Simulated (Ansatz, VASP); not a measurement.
Cr in VASP and in Ansatz

File INCAR:

```
SYSTEM = Cr
ALGO = Normal
EDIFF = 1E-7
ENCUT = 520
GGA = PE
ISIF = 2
ISMEAR = 0
ISPIN = 2
LASPH = .TRUE.
LCHARG = .TRUE.
LELF = .TRUE.
LMAXMIX = 4
LORBIT = 11
LREAL = .FALSE.
LVHAR = .TRUE.
LWAVE = .FALSE.
MAGMOM = 3 3
NBANDS = 23
NELM = 150
PREC = Accurate
SIGMA = 0.05
```

File KPOINTS:

```
k-points
0
G
  18 18 10
  0 0 0
```

POSCAR

```
Cr
1.0
    2.7140000000      0.0000000000      0.0000000000
   -1.3570000000      2.3503929500      0.0000000000
    0.0000000000      0.0000000000      4.4100000000
Cr
2
Direct
    0.3333333300      0.6666666700      0.2500000000
    0.6666666700      0.3333333300      0.7500000000
```

Input for Ansatz:

```yaml
crystal:
  lattice:
    - [2.714, 0.0, 0.0]
    - [-1.357, 2.35039295, 0.0]
    - [0.0, 0.0, 4.41]
  atoms:
    - { symbol: Cr, position: [0.33333333, 0.66666667, 0.25], spin: 3.0 }
    - { symbol: Cr, position: [0.66666667, 0.33333333, 0.75], spin: 3.0 }
basis:
  ecutwfc: 420
kpoints:
  mp_grid: { grid: [18, 18, 10] }
hamiltonian:
  xc: pbe
scf:
  occupations: { method: gaussian, width: 0.05 }
output:
  forces: true
  eigenvalues: true
  eigenstates:
    nscf_kmesh: { grid: [30, 30, 16] }
    top_band: c6
    de_dk: true
    localisation: false
  stress: true
  populations: true
checkpoint:
  write: ck
  compress: false
  write_wavefunctions: false
  write_every: 100000
magnetization:
  spin_polarized: true
```

Alike in both runs: task single point; functional PBE; k mesh 18 × 18 × 10; occupations gaussian, width 0.05 eV; collinear spin.

|  | VASP | Ansatz |
| --- | --- | --- |
| version | VASP 6.6.1 | Ansatz 0.2.0 |
| potentials or method | VASP PAW PBE potentials, release 64 (Cr_pv), cutoff 520 eV | scalar-relativistic, plane waves, PAW |
| valence electrons in the cell | 24 | 28 |

VASP gave:

| Quantity | Value |
| --- | --- |
| pressure (GPa) | -25.2 |
| traceless stress, the component that is largest in VASP (GPa) | 2.88 |
| net moment per atom (μB) | 0.94 |
| size of the moment on the site where the two differ most (μB) | 0.88 |

Task: Which values does Ansatz return?

Result: Pressure (GPa): -22.8; traceless stress, the component that is largest in VASP (GPa): 0.76; net moment per atom (μB): 1.02; size of the moment on the site where the two differ most (μB): 1.62.

Site moments also hang on the region over which each program counts them. VASP's potentials hold 24 valence electrons a cell and Ansatz's 28, so a difference there can come from the potentials and not from the codes. Ansatz's warnings: stability check not made.
